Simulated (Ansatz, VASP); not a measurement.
**Si: VASP beside Ansatz**

```
Si
1.0
     3.85139    0.00000    0.00000
    -1.92570    3.33540    0.00000
     0.00000    0.00000    6.36439
Si
4
Direct
  0.33333 0.66667 0.99992
  0.66667 0.33333 0.49992
  0.33333 0.66667 0.37408
  0.66667 0.33333 0.87408
```

Alike in both runs: functional PBE; k mesh 12 × 12 × 6; occupations gaussian, width 0.02 eV; no spin polarisation.

Ansatz relaxed the structure, and its values are those at the end. VASP's run is a single point on that final structure, the one shown.

|  | VASP | Ansatz |
| --- | --- | --- |
| version | VASP 6.6.1 | Ansatz 0.2.0 |
| potentials or method | VASP PAW PBE potentials, release 64 (Si), cutoff 500 eV | scalar-relativistic, plane waves, PAW |
| valence electrons in the cell | 16 | 16 |

|  | VASP | Ansatz | Ansatz less VASP |
| --- | --- | --- | --- |
| gap on the k mesh at the Fermi level (eV) | 0.45 | 0.45 | 0.000 |
| least direct gap on the mesh (eV) | 0.99 | 0.99 | -0.004 |
| pressure (GPa) | -0.1 | 0.0 | +0.06 |

The functional is the same, so the differences come from potentials, cutoffs and numerics.
